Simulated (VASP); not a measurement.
# IrF (Pm-3m) in VASP: a series of runs, part 2 of 2

VASP 6.6.1. The steps go on from the part before.

**4. Relaxation of cell and atoms, PBE, collinear spin**

INCAR reads:

```
SYSTEM = IrF
PREC     = Accurate       ! precision mode
ENCUT    = 600            ! plane-wave cutoff, eV
EDIFF    = 1E-6           ! SCF threshold, eV
ISMEAR   = 0              ! smearing method
SIGMA    = 0.1            ! smearing width, eV
LREAL    = .False.        ! projectors in reciprocal space
LASPH    = .True.         ! aspherical terms in the spheres
NELM     = 150            ! most SCF steps
ALGO     = Normal         ! electronic algorithm
ISIF     = 3              ! what is computed and relaxed
LWAVE    = .False.        ! write WAVECAR
LCHARG   = .False.        ! write CHGCAR
ISPIN    = 2              ! spin polarisation
MAGMOM   = 1 0            ! initial moments
LORBIT   = 11             ! projections on sites
LMAXMIX  = 4              ! l up to which the mixer works
GGA      = PE             ! functional
IBRION   = 2              ! ionic algorithm
NSW      = 90             ! ionic steps
EDIFFG   = -0.04          ! ionic threshold
```

KPOINTS reads:

```
regular mesh
0
Gamma
  6 6 6
  0 0 0
```

POSCAR reads:

```
IrF
1.0
    2.7538656500      0.0000000000      0.0000000000
    0.0000000000      2.7538656500      0.0000000000
    0.0000000000      0.0000000000      2.7538656500
Ir F
1 1
Direct
    0.0000000000      0.0000000000      0.0000000000
    0.5000000000      0.5000000000      0.5000000000
```

Potentials or basis: VASP PAW PBE potentials, release 64 (Ir, F).

Launch:

```
$ cat potpaw_PBE.64/Ir/POTCAR potpaw_PBE.64/F/POTCAR > POTCAR
$ mpirun -np 1 vasp_std > vasp.out
```

OUTCAR:

```text
SYSTEM = IrF
   PREC = Accurate
   ENCUT = 600
   EDIFF = 1E-6
   ISMEAR = 0
   LREAL = .False.
   LASPH = .True.
   NELM = 150
   ISIF = 3
   ISPIN = 2
   LORBIT = 11
   GGA = PE
   IBRION = 2
   NSW = 90
   EDIFFG = -0.04

 ion  position               nearest neighbor table
   1  0.000  0.000  0.000-   2 2.38   2 2.38   2 2.38   2 2.38   2 2.38   2 2.38   2 2.38   2 2.38

   2  0.500  0.500  0.500-   1 2.38   1 2.38   1 2.38   1 2.38   1 2.38   1 2.38   1 2.38   1 2.38

  LATTYP: Found a simple cubic cell.
 ALAT       =     2.7538656500

  Lattice vectors:

 A1 = (   2.7538656500,   0.0000000000,   0.0000000000)
 A2 = (   0.0000000000,   2.7538656500,   0.0000000000)
 A3 = (   0.0000000000,   0.0000000000,   2.7538656500)

Analysis of symmetry for initial positions (statically):
=====================================================================
 Subroutine PRICEL returns:
 Original cell was already a primitive cell.

 Routine SETGRP: Setting up the symmetry group for a
 simple cubic supercell.

 Subroutine GETGRP returns: Found 48 space group operations
 (whereof 48 operations were pure point group operations)
 out of a pool of 48 trial point group operations.

The static configuration has the point symmetry O_h .

Analysis of symmetry for dynamics (positions and initial velocities):
=====================================================================
 Subroutine PRICEL returns:
 Original cell was already a primitive cell.

 Routine SETGRP: Setting up the symmetry group for a
 simple cubic supercell.

 Subroutine GETGRP returns: Found 48 space group operations
 (whereof 48 operations were pure point group operations)
 out of a pool of 48 trial point group operations.

The dynamic configuration has the point symmetry O_h .

Analysis of structural, dynamic, and magnetic symmetry:
=====================================================================
 Subroutine PRICEL returns:
 Original cell was already a primitive cell.

 Routine SETGRP: Setting up the symmetry group for a
 simple cubic supercell.

 Subroutine GETGRP returns: Found 48 space group operations
 (whereof 48 operations were pure point group operations)
 out of a pool of 48 trial point group operations.

The overall configuration has the point symmetry O_h .

 Subroutine INISYM returns: Found 48 space group operations
 (whereof 48 operations are pure point group operations),
 and found     1 'primitive' translations

----------------------------------------------------------------------------------------

                                     Primitive cell

  volume of cell :      20.8847

  direct lattice vectors                    reciprocal lattice vectors
     2.753865650  0.000000000  0.000000000     0.363125921  0.000000000  0.000000000
     0.000000000  2.753865650  0.000000000     0.000000000  0.363125921  0.000000000
     0.000000000  0.000000000  2.753865650     0.000000000  0.000000000  0.363125921

  length of vectors
     2.753865650  2.753865650  2.753865650     0.363125921  0.363125921  0.363125921

  position of ions in fractional coordinates (direct lattice)
     0.000000000  0.000000000  0.000000000
     0.500000000  0.500000000  0.500000000

  ion indices of the primitive-cell ions
[... 69 lines left out ...]
   NELM   =    150;   NELMIN=  2; NELMDL= -5     # of ELM steps
   EDIFF  = 0.1E-05   stopping-criterion for ELM
   LREAL  =      F    real-space projection
   EDIFFG = -.4E-01   stopping-criterion for IOM
   NSW    =     90    number of steps for IOM
   IBRION =      2    ionic relax: 0-MD 1-quasi-New 2-CG
   NFREE  =      1    steps in history (QN), initial steepest desc. (CG)
   ISIF   =      3    stress and relaxation
   ISYM   =      2    0-nonsym 1-usesym 2-fastsym
   POTIM  = 0.5000    time-step for ionic-motion
   TEBEG  =    0.0;   TEEND  =   0.0 temperature during run
   PSTRESS=    0.0 pullay stress
   NELECT =      16.0000    total number of electrons
   NUPDOWN=      -1.0000    fix difference up-down
   EMIN   =  10.00;   EMAX   =-10.00  energy-range for DOS
   EFERMI =   0.00;   METHOD = LEGACY
   ISMEAR =     0;   SIGMA  =   0.10  broadening in eV -4-tet -1-fermi 0-gaus
   EFERMI_NEDOS =   21; number of points for ismear=-14 and -15
   IALGO  =     38    algorithm
   IMIX   =      4    mixing-type and parameters
     AMIX     =   0.40;   BMIX     =  1.00
     AMIX_MAG =   1.60;   BMIX_MAG =  1.00
  volume/ion in A,a.u.               =      10.44        70.47
  Fermi-wavevector in a.u.,A,eV,Ry     =   1.497978  2.830768 30.530628  2.243938
  Thomas-Fermi vector in A             =   2.609796
   LORBIT       =     11    0 simple, 1 ext, 2 COOP (PROOUT), +10 PAW based schemes
   GGA     = PE    functional components
   LHFCALC =     F    Hartree Fock is set to
   AEXX    =    0.0000 exact exchange contribution
   IVDW    =     0    specifies the selected vdW correction
   LEPSILON=     F    determine dielectric tensor
   LRPA    =     F    only Hartree local field effects (RPA)
 conjugate gradient relaxation of ions
 spin polarized calculation
 Gauss-broadening in eV      SIGMA  =   0.10
  energy-cutoff  :      600.00
  volume of cell :       20.88
 maximum number of plane-waves:       739
 NGX is ok and might be reduce to    24
   NGX = 11   NGY = 11   NGZ = 11

--------------------------------------- Ionic step        1  -------------------------------------------

 number of electron      15.9999997 magnetization       1.6046366

 Free energy of the ion-electron system (eV)
  ---------------------------------------------------
  ext. energy  EPLUGINS =         0.00000000
  ---------------------------------------------------
  free energy    TOTEN  =        -8.16142899 eV

  energy without entropy =       -8.15173602  energy(sigma->0) =       -8.15658250

------------------------ aborting loop because EDIFF is reached ----------------------------------------

  FORCE on cell =-STRESS in cart. coord.  units (eV):
  Direction    XX          YY          ZZ          XY          YZ          ZX
  --------------------------------------------------------------------------------------
  -------------------------------------------------------------------------------------
  Total        7.2393084      7.2393084      7.2393084      0.0000000      0.0000000      0.0000000
  in kB      555.3661584    555.3661584    555.3661584      0.0000000      0.0000000      0.0000000
  external PRESSURE =     555.3661584 kB  Pullay stress =       0.0000000 kB
[... 23 lines left out ...]
--------------------------------------- Ionic step        2  -------------------------------------------

 number of electron      15.9999985 magnetization       2.3038365

 E-fermi :   2.6961     XC(G=0): -10.6856

 val. band max:        2.6950736782   @ k =   0.5000   0.3333   0.0000
 cond. band min:       2.7092349367   @ k =   0.3333   0.3333   0.0000
 fundamental gap:      0.0141612586
 Fermi energy:         2.6960533409

 spin component 1

 k-point     1 :       0.0000    0.0000    0.0000
  band No.  band energies     occupation
      1     -20.0087      1.00000
      2      -1.1707      1.00000
      3      -1.1707      1.00000
      4      -1.1707      1.00000
      5      -1.0047      1.00000
      6      -0.5015      1.00000
      7      -0.5015      1.00000
      8       1.5356      1.00000
      9       1.5356      1.00000
     10       1.5356      1.00000
     11      15.3989      0.00000
[... 698 lines left out ...]
--------------------------------------- Ionic step        4  -------------------------------------------

 number of electron      15.9999996 magnetization       2.1163082

 Free energy of the ion-electron system (eV)
  ---------------------------------------------------
  ext. energy  EPLUGINS =         0.00000000
  ---------------------------------------------------
  free energy    TOTEN  =        -8.89032419 eV

  energy without entropy =       -8.88378427  energy(sigma->0) =       -8.88705423

 E-fermi :   5.4473     XC(G=0): -12.1150

 val. band max:        5.3982415810   @ k =   0.5000   0.3333   0.3333
 cond. band min:       5.5286010697   @ k =   0.3333   0.3333   0.0000
 fundamental gap:      0.1303594887
 Fermi energy:         5.4472774100

 spin component 1

 k-point     1 :       0.0000    0.0000    0.0000
  band No.  band energies     occupation
      1     -18.8715      1.00000
      2       0.3116      1.00000
      3       0.3116      1.00000
      4       0.3116      1.00000
      5       1.2698      1.00000
      6       1.2698      1.00000
      7       1.2824      1.00000
      8       4.7130      1.00000
      9       4.7130      1.00000
     10       4.7130      1.00000
     11      20.5031      0.00000
[... 656 lines left out ...]
  FREE ENERGIE OF THE ION-ELECTRON SYSTEM (eV)
  ---------------------------------------------------
  free  energy   TOTEN  =        -8.8903241881 eV

  energy  without entropy=       -8.8837842682  energy(sigma->0) =       -8.88705423

 reached required accuracy - stopping structural energy minimisation

 total charge

# of ion       s       p       d       tot
------------------------------------------
    1        0.450   0.249   6.869   7.568
    2        1.777   4.203   0.000   5.980
--------------------------------------------------
tot          2.227   4.452   6.869  13.548

 magnetization (x)

# of ion       s       p       d       tot
------------------------------------------
    1        0.015   0.003   1.821   1.838
    2        0.000   0.241   0.000   0.241
--------------------------------------------------
tot          0.015   0.244   1.821   2.080
```

Wall time 75 s (1 thread of AMD EPYC 7R13, shared host); peak memory 0.14 GiB.

What came out:

- Free energy: -8.8903 eV
- Relaxed volume: 13.11 Å³/atom
- Relaxed cell: a = 2.971 Å, b = 2.971 Å, c = 2.971 Å, α = 90.00°, β = 90.00°, γ = 90.00°
- Space group after relaxing (to 0.1 Å): Pm-3m (No. 221)
- Energy gained by relaxing: 364.4 meV/atom
- Ionic steps: 4
- Pressure after relaxing: -0.3 GPa
- Net moment: 2.12 μB per cell
- Site moments: Ir +1.84; F +0.24 μB
- Valence electrons inside the program's atomic spheres: Ir 7.57; F 5.98

Step by step:
| step | energy change (eV) | largest force (eV/Å) | pressure (GPa) | volume (Å³) |
| --- | --- | --- | --- | --- |
| 1 | 0.0000 | 0.0000 | 55.54 | 20.88 |
| 2 | -0.0991 | 0.0000 | -20.37 | 33.85 |
| 3 | -0.7283 | 0.0000 | -1.05 | 26.36 |
| 4 | -0.7289 | 0.0000 | -0.32 | 26.22 |

Final structure:
```xyz
2
Lattice="2.9709 0.0000 0.0000 0.0000 2.9709 0.0000 0.0000 0.0000 2.9709" Properties=species:S:1:pos:R:3 pbc="T T T"
Ir    0.0000    0.0000    0.0000
F     1.4854    1.4854    1.4854
```

Levels at points of the mesh, in eV from the Fermi level:
Spin up:
| k point | band 6 | band 7 | band 8 | band 9 | band 10 | band 11 | band 12 | band 13 |
| --- | --- | --- | --- | --- | --- | --- | --- | --- |
| (0.00, 0.00, 0.00) | -4.18 | -4.16 | -0.73 | -0.73 | -0.73 | 15.06 | 15.06 | 15.06 |
| (0.50, 0.00, 0.00) | -1.21 | -0.71 | -0.71 | -0.59 | 3.15 | 3.59 | 13.06 | 15.00 |
| (0.50, 0.50, 0.00) | -3.20 | -1.82 | -1.82 | 0.62 | 4.81 | 7.03 | 7.03 | 15.91 |
| (0.50, 0.50, 0.50) | -0.68 | -0.68 | 0.70 | 0.70 | 6.39 | 6.39 | 6.39 | 9.18 |
Spin down:
```
           k point  band 5  band 6  band 7  band 8  band 9  band 10
(0.00, 0.00, 0.00)   -3.60   -3.38   -3.38    0.81    0.81     0.81
(0.50, 0.00, 0.00)   -2.93   -0.41    0.64    0.64    0.97     3.49
(0.50, 0.50, 0.00)   -2.98   -1.92   -0.38   -0.38    1.66     5.75
(0.50, 0.50, 0.50)    0.52    0.52    0.52    1.75    1.75     6.74
```

Caveat: the k points lie up to 0.35 Å⁻¹ apart in the final cell; the volume moved by over 15 % at a fixed basis, so the end points are rough; spin-orbit coupling is left out, which moves the levels of the heavy elements.

**5. Single point, PBE, collinear spin**

This run uses another cell than the first one, of 13.03 Å³/atom.

INCAR reads:

```
PREC = Accurate
ENCUT = 520
EDIFF = 1E-7
ISMEAR = 0
SIGMA = 0.1
LREAL = False
LASPH = True
NELM = 150
ALGO = Normal
ISIF = 2
LWAVE = False
LCHARG = True
ISPIN = 2
MAGMOM = 1.83 0.27
LORBIT = 11
LMAXMIX = 4
GGA = PE
LELF = True
LVHAR = True
NBANDS = 19
```

KPOINTS reads:

```
Automatic mesh
0
Gamma
  18 18 18
```

POSCAR reads:

```
IrF
1.0
    2.9645370985      0.0000000000      0.0000000000
    0.0000000000      2.9645370985      0.0000000000
    0.0000000000      0.0000000000      2.9645370985
Ir F
1 1
Direct
    0.0000000000      0.0000000000      0.0000000000
    0.5000000000      0.5000000000      0.5000000000
```

Launch:

```
$ cat potpaw_PBE.64/Ir/POTCAR potpaw_PBE.64/F/POTCAR > POTCAR
$ mpirun -np 1 vasp_std > vasp.out
```

It took 5.2 min on 1 thread of AMD EPYC 7R13, shared host; peak memory 0.25 GiB.

The run converged. Its results:

```yaml
Free_energy: -8.9191 eV
Pressure: -0.4 GPa
Net_moment: 1.93 μB per cell
Site_moments: Ir +1.68; F +0.22 μB
Valence_electrons_inside_the_program's_atomic_spheres: Ir 7.57; F 5.98
```

Levels at points of the mesh, in eV from the Fermi level:
Spin up:
```tsv
k point	band 7	band 8	band 9	band 10	band 11	band 12
(0.00, 0.00, 0.00)	-4.19	-0.76	-0.76	-0.76	15.10	15.10
(0.50, 0.00, 0.00)	-0.72	-0.72	-0.61	3.14	3.62	13.03
(0.50, 0.50, 0.00)	-1.86	-1.86	0.62	4.84	7.05	7.05
(0.50, 0.50, 0.50)	-0.69	0.71	0.71	6.38	6.38	6.38
```
Spin down:
| k point | band 5 | band 6 | band 7 | band 8 | band 9 | band 10 |
| --- | --- | --- | --- | --- | --- | --- |
| (0.00, 0.00, 0.00) | -3.70 | -3.55 | -3.55 | 0.70 | 0.70 | 0.70 |
| (0.50, 0.00, 0.00) | -3.10 | -0.52 | 0.54 | 0.54 | 0.86 | 3.42 |
| (0.50, 0.50, 0.00) | -3.13 | -2.05 | -0.50 | -0.50 | 1.53 | 5.68 |
| (0.50, 0.50, 0.50) | 0.43 | 0.43 | 0.43 | 1.62 | 1.62 | 6.66 |

Caveat: spin-orbit coupling is left out, which moves the levels of the heavy elements.

**6. Summary**

| task | cell | k mesh | cutoff (eV) | gap on the mesh (eV) | pressure (GPa) | moment (μB) |
| --- | --- | --- | --- | --- | --- | --- |
| single point | a = 2.754 Å, 2 atoms | 6 × 6 × 6 | 520 | none | 55.5 | 1.60 |
| single point | a = 2.971 Å, 2 atoms | 6 × 6 × 6 | 520 | none | -0.3 | 2.12 |
| relaxation of cell and atoms | relaxed from a = 2.754 Å, 2 atoms | 6 × 6 × 6 | 600 | none | -0.3 | 2.12 |
| single point | a = 2.965 Å, 2 atoms | 18 × 18 × 18 | 520 | none | -0.4 | 1.93 |

Alike in all rows: level PBE; potentials or basis VASP PAW PBE potentials, release 64 (Ir, F); spin collinear; smearing gaussian 0.1 eV.

Caveats: some runs use coarse meshes; spin-orbit coupling is left out, which moves the levels of the heavy elements; the volume moved by over 15 % at a fixed basis, so the end points are rough (at least some runs).

Total energies depend on the potentials used, so only differences within one code and one set of settings carry meaning.
